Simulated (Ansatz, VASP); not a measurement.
**One calculation of Ta, two programs**

```
CELL_PARAMETERS angstrom
2.70810 0.00000 0.00000
0.00000 2.70810 0.00000
0.00000 0.00000 2.70810
ATOMIC_POSITIONS crystal
Ta 0.00000 0.00000 0.00000
```

Alike in both runs: task single point; functional PBEsol; k mesh 14 × 14 × 14; occupations fermi-dirac, width 0.05 eV; collinear spin.

|  | VASP | Ansatz |
| --- | --- | --- |
| version | VASP 6.6.1 | Ansatz 0.2.0 |
| potentials or method | VASP PAW PBE potentials, release 64 (Ta_pv), cutoff 520 eV | all-electron LAPW, scalar-relativistic |

```csv
,VASP,Ansatz,Ansatz less VASP
gap on the k mesh at the Fermi level (eV),none,none,-
pressure (GPa),0.2,-0.1,-0.31
net moment per atom (μB),0.00,0.00,0.000
```

VASP's potentials were made for PBE, not for PBEsol. A gap of «none» marks a metal or a gap that the smearing closes. Ansatz ran all-electron here, and VASP with PAW potentials. Ansatz's warnings: seeded moment not kept.

Spin-orbit coupling is off throughout.
